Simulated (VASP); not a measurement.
# O (Fm-3m) in VASP: a series of runs

O is run at these levels: PBEsol; tasks: single point.

Program: VASP 6.6.1. These are calculated values, not measurements. Logs are shortened: lines on timing, memory, paths and dates and some standing lists are left out, and cuts for length are marked.

## Step 1: The cell of the first run

The structure is cubic, space group Fm-3m (No. 225). Conventional cell: a = 2.290 Å, b = 2.290 Å, c = 2.290 Å, α = 90.00°, β = 90.00°, γ = 90.00°. O (site symmetry m-3m) has 12 O at 1.62 Å within 2.2 Å.

## Step 2: Single point, PBEsol (volume scaled by 0.4)

File INCAR:

```
SYSTEM = O
PREC = Accurate
ENCUT = 520
EDIFF = 1E-6
ISMEAR = -1
SIGMA = 0.08
LREAL = .FALSE.
LASPH = .TRUE.
NELM = 60
ALGO = Normal
ISIF = 2
LWAVE = .FALSE.
LCHARG = .FALSE.
GGA = PS
NBANDS = 9
```

File KPOINTS:

```
regular mesh
0
G
  18 18 18
  0 0 0
```

File POSCAR:

```
O
1.0
    0.0000000000      1.1449847225      1.1449847225
    1.1449847225      0.0000000000      1.1449847225
    1.1449847225      1.1449847225      0.0000000000
O
1
Direct
    0.0000000000      0.0000000000      0.0000000000
```

Potentials or basis: VASP PAW PBE potentials, release 64 (O).

Started as:

```sh
cat potpaw_PBE.64/O/POTCAR > POTCAR
mpirun -np 1 vasp_std > vasp.out
```

OUTCAR:

```text
SYSTEM = O
   PREC = Accurate
   ENCUT = 520
   EDIFF = 1E-6
   ISMEAR = -1
   LREAL = .FALSE.
   LASPH = .TRUE.
   NELM = 60
   ISIF = 2
   GGA = PS

 ion  position               nearest neighbor table
   1  0.000  0.000  0.000-

  LATTYP: Found a face centered cubic cell.
 ALAT       =     2.2899694450

  Lattice vectors:

 A1 = (   0.0000000000,   1.1449847225,   1.1449847225)
 A2 = (   1.1449847225,   0.0000000000,   1.1449847225)
 A3 = (   1.1449847225,   1.1449847225,   0.0000000000)

Analysis of symmetry for initial positions (statically):
=====================================================================
 Subroutine PRICEL returns:
 Original cell was already a primitive cell.

 Routine SETGRP: Setting up the symmetry group for a
 face centered cubic supercell.

 Subroutine GETGRP returns: Found 48 space group operations
 (whereof 48 operations were pure point group operations)
 out of a pool of 48 trial point group operations.

The static configuration has the point symmetry O_h .

Analysis of symmetry for dynamics (positions and initial velocities):
=====================================================================
 Subroutine PRICEL returns:
 Original cell was already a primitive cell.

 Routine SETGRP: Setting up the symmetry group for a
 face centered cubic supercell.

 Subroutine GETGRP returns: Found 48 space group operations
 (whereof 48 operations were pure point group operations)
 out of a pool of 48 trial point group operations.

The dynamic configuration has the point symmetry O_h .

 Subroutine INISYM returns: Found 48 space group operations
 (whereof 48 operations are pure point group operations),
 and found     1 'primitive' translations

----------------------------------------------------------------------------------------

                                     Primitive cell

  volume of cell :       3.0021

  direct lattice vectors                    reciprocal lattice vectors
     0.000000000  1.144984723  1.144984723    -0.436687049  0.436687049  0.436687049
     1.144984723  0.000000000  1.144984723     0.436687049 -0.436687049  0.436687049
     1.144984723  1.144984723  0.000000000     0.436687049  0.436687049 -0.436687049

  length of vectors
     1.619252923  1.619252923  1.619252923     0.756364156  0.756364156  0.756364156

  position of ions in fractional coordinates (direct lattice)
     0.000000000  0.000000000  0.000000000

  ion indices of the primitive-cell ions
   primitive index   ion index
                 1           1

----------------------------------------------------------------------------------------

 KPOINTS: regular mesh

Automatic generation of k-mesh.
 Grid dimensions read from file:
 generate k-points for:   18   18   18

 Generating k-lattice:

  Cartesian coordinates                     Fractional coordinates (reciprocal lattice)
    -0.024260392  0.024260392  0.024260392     0.055555556  0.000000000  0.000000000
     0.024260392 -0.024260392  0.024260392     0.000000000  0.055555556  0.000000000
     0.024260392  0.024260392 -0.024260392     0.000000000  0.000000000  0.055555556

  Length of vectors
     0.042020231  0.042020231  0.042020231

  Shift w.r.t. Gamma in fractional coordinates (k-lattice)
     0.000000000  0.000000000  0.000000000

 Subroutine IBZKPT returns following result:
 ===========================================

 Found    195 irreducible k-points:

 Following reciprocal coordinates:
            Coordinates               Weight
  0.000000  0.000000  0.000000      1.000000
  0.055556  0.000000  0.000000      8.000000
  0.111111  0.000000  0.000000      8.000000
  0.166667  0.000000  0.000000      8.000000
  0.222222  0.000000  0.000000      8.000000
  0.277778  0.000000  0.000000      8.000000
[... 16 lines left out ...]
 -0.277778  0.055556  0.000000     24.000000
 -0.222222  0.055556  0.000000     24.000000
 [... further k-points ...]
   k-points           NKPTS =    195   k-points in BZ     NKDIM =    195   number of bands    NBANDS=      9
   number of dos      NEDOS =    301   number of ions     NIONS =      1
   total plane-waves  NPLWV =   1728
   dimension x,y,z NGX =    12 NGY =   12 NGZ =   12
   dimension x,y,z NGXF=    24 NGYF=   24 NGZF=   24
   ions per type =               1
   NGX,Y,Z   is equivalent  to a cutoff of  12.32, 12.32, 12.32 a.u.
   NGXF,Y,Z  is equivalent  to a cutoff of  24.64, 24.64, 24.64 a.u.
 SYSTEM =  O
   PREC   = accura    normal or accurate (medium, high low for compatibility)
   ISTART =      0    job   : 0-new  1-cont  2-samecut
   ICHARG =      2    charge: 1-file 2-atom 10-const
   ISPIN  =      1    spin polarized calculation?
   LNONCOLLINEAR =      F non collinear calculations
   LSORBIT =      F    spin-orbit coupling
   LASPH  =      T    aspherical Exc in radial PAW
   ENCUT  =  520.0 eV  38.22 Ry    6.18 a.u.   3.01  3.01  3.01*2*pi/ulx,y,z
   NELM   =     60;   NELMIN=  2; NELMDL= -5     # of ELM steps
   EDIFF  = 0.1E-05   stopping-criterion for ELM
   LREAL  =      F    real-space projection
   EDIFFG = 0.1E-04   stopping-criterion for IOM
   NSW    =      0    number of steps for IOM
   IBRION =     -1    ionic relax: 0-MD 1-quasi-New 2-CG
   NFREE  =      0    steps in history (QN), initial steepest desc. (CG)
   ISIF   =      2    stress and relaxation
   ISYM   =      2    0-nonsym 1-usesym 2-fastsym
   POTIM  = 0.5000    time-step for ionic-motion
   TEBEG  =    0.0;   TEEND  =   0.0 temperature during run
   PSTRESS=    0.0 pullay stress
   NELECT =       6.0000    total number of electrons
   NUPDOWN=      -1.0000    fix difference up-down
   EMIN   =  10.00;   EMAX   =-10.00  energy-range for DOS
   EFERMI =   0.00;   METHOD = LEGACY
   ISMEAR =    -1;   SIGMA  =   0.08  broadening in eV -4-tet -1-fermi 0-gaus
   EFERMI_NEDOS =   21; number of points for ismear=-14 and -15
   IALGO  =     38    algorithm
   IMIX   =      4    mixing-type and parameters
     AMIX     =   0.40;   BMIX     =  1.00
     AMIX_MAG =   1.60;   BMIX_MAG =  1.00
  volume/ion in A,a.u.               =       3.00        20.26
  Fermi-wavevector in a.u.,A,eV,Ry     =   2.062128  3.896856 57.857015  4.252371
  Thomas-Fermi vector in A             =   3.062046
   LORBIT       =      0    0 simple, 1 ext, 2 COOP (PROOUT), +10 PAW based schemes
   GGA     = PS    functional components
   LHFCALC =     F    Hartree Fock is set to
   AEXX    =    0.0000 exact exchange contribution
   IVDW    =     0    specifies the selected vdW correction
   LEPSILON=     F    determine dielectric tensor
   LRPA    =     F    only Hartree local field effects (RPA)
 non-spin polarized calculation
  energy-cutoff  :      520.00
  volume of cell :        3.00
 maximum number of plane-waves:        92
   NGX =  5   NGY =  5   NGZ =  5

 number of electron       6.0000005 magnetization

 Free energy of the ion-electron system (eV)
  ---------------------------------------------------
  ext. energy  EPLUGINS =         0.00000000
  ---------------------------------------------------
  free energy    TOTEN  =         4.48702802 eV

  energy without entropy =        4.49540162  energy(sigma->0) =        4.49121482

 E-fermi :  21.1640     XC(G=0): -18.6590

 val. band max:       21.0706820401   @ k =   0.3333   0.2778   0.0000
 cond. band min:      21.1656237591   @ k =  -0.3333   0.2778   0.1111
 fundamental gap:      0.0949417190
 Fermi energy:        21.1640464964

 k-point     1 :       0.0000    0.0000    0.0000
  band No.  band energies     occupation
      1     -18.4716      2.00000
      2      27.9674      0.00000
      3      27.9674      0.00000
      4      27.9674      0.00000
      5      69.9554      0.00000
      6      70.6412      0.00000
      7      70.6412      0.00000
      8      70.6412      0.00000
      9      78.0900      0.00000

 k-point     2 :       0.0556    0.0000    0.0000
  band No.  band energies     occupation
      1     -18.2510      2.00000
      2      27.3656      0.00000
      3      27.8629      0.00000
      4      27.8629      0.00000
      5      68.2408      0.00000
      6      69.8595      0.00000
      7      70.9557      0.00000
      8      70.9557      0.00000
      9      81.2344      0.00000

 k-point     3 :       0.1111    0.0000    0.0000
  band No.  band energies     occupation
      1     -17.5917      2.00000
      2      25.5926      0.00000
      3      27.5686      0.00000
      4      27.5686      0.00000
      5      64.8986      0.00000
      6      69.5680      0.00000
      7      71.7089      0.00000
      8      71.7089      0.00000
      9      85.8245      0.00000

 k-point     4 :       0.1667    0.0000    0.0000
  band No.  band energies     occupation
      1     -16.4959      2.00000
      2      22.8010      0.00000
      3      27.1402      0.00000
      4      27.1403      0.00000
      5      62.3990      0.00000
      6      69.0730      0.00000
      7      72.2171      0.00000
      8      72.2171      0.00000
      9      84.5922      0.00000
[... 205 lines left out ...]
 k-point    22 :      -0.3333    0.0556    0.0000
  band No.  band energies     occupation
      1      -9.5715      2.00000
      2       9.7282      2.00000
      3      24.5268      0.00000
      4      25.9096      0.00000
      5      59.8885      0.00000
      6      63.3600      0.00000
      7      67.8722      0.00000
      8      70.8451      0.00000
      9      83.7514      0.00000

 k-point    23 :      -0.2778    0.0556    0.0000
  band No.  band energies     occupation
      1     -12.0747      2.00000
      2      13.9481      2.00000
      3      24.8342      0.00000
      4      26.4342      0.00000
      5      59.9502      0.00000
      6      64.8757      0.00000
      7      69.4366      0.00000
      8      71.4183      0.00000
      9      84.9867      0.00000

 k-point    24 :      -0.2222    0.0556    0.0000
  band No.  band energies     occupation
      1     -14.1684      2.00000
      2      18.0366      2.00000
      3      25.2866      0.00000
      4      26.9647      0.00000
      5      60.3916      0.00000
      6      66.4985      0.00000
      7      71.2674      0.00000
      8      71.9861      0.00000
      9      82.2367      0.00000

 [... further k-points ...]
[... 5 lines left out ...]
  --------------------------------------------------------------------------------------
  -------------------------------------------------------------------------------------
  Total       20.7922223     20.7922223     20.7922223      0.0000000      0.0000000      0.0000000
  in kB    11096.4080790  11096.4080790  11096.4080790      0.0000000      0.0000000      0.0000000
  external PRESSURE =   11096.4080790 kB  Pullay stress =       0.0000000 kB

 VOLUME and BASIS-vectors are now :
 -----------------------------------------------------------------------------
  energy-cutoff  :      520.00
  volume of cell :        3.00
      direct lattice vectors                 reciprocal lattice vectors
     0.000000000  1.144984723  1.144984723    -0.436687049  0.436687049  0.436687049
     1.144984723  0.000000000  1.144984723     0.436687049 -0.436687049  0.436687049
     1.144984723  1.144984723  0.000000000     0.436687049  0.436687049 -0.436687049

 POSITION                                       TOTAL-FORCE (eV/Angst)
 -----------------------------------------------------------------------------------
      0.00000      0.00000      0.00000         0.000000     -0.000000      0.000000
 -----------------------------------------------------------------------------------
    total drift:                               -0.000000     -0.000000     -0.000000

  FREE ENERGIE OF THE ION-ELECTRON SYSTEM (eV)
  ---------------------------------------------------
  free  energy   TOTEN  =         4.4870280242 eV

  energy  without entropy=        4.4954016208  energy(sigma->0) =        4.49121482
```

It took 8.1 s on 1 thread of AMD EPYC 7R43 (Zen 3), shared host; peak memory 0.07 GiB.

The run converged, but its numbers aren't listed here, since they failed a check.

Caveat: the PAW data sets were made with another functional, which shifts forces and pressure a little.

## Step 3: Single point, PBEsol (volume scaled by 0.45)

File INCAR:

```
PREC = Accurate
ENCUT = 520
EDIFF = 1E-7
ISMEAR = -1
SIGMA = 0.08
LREAL = F
LASPH = T
NELM = 100
ALGO = Normal
ISIF = 2
LWAVE = F
LCHARG = F
GGA = PS
NBANDS = 9
```

File KPOINTS:

```
regular mesh
0
Gamma
  18 18 18
```

File POSCAR:

```
O
1.0
    0.0000000000      1.1908320995      1.1908320995
    1.1908320995      0.0000000000      1.1908320995
    1.1908320995      1.1908320995      0.0000000000
O
1
Direct
    0.0000000000      0.0000000000      0.0000000000
```

Potentials or basis: VASP PAW PBE potentials, release 64 (O).

Started as:

```sh
cat potpaw_PBE.64/O/POTCAR > POTCAR
mpirun -np 1 vasp_std > vasp.out
```

Run time: 8.1 s. Hardware: 1 thread of AMD EPYC 7R43 (Zen 3), shared host; peak memory 0.07 GiB.

The run converged, but its numbers aren't listed here, since they failed a check.

Caveat: the PAW data sets were made with another functional, which shifts forces and pressure a little.

[end of part 1 of 2]
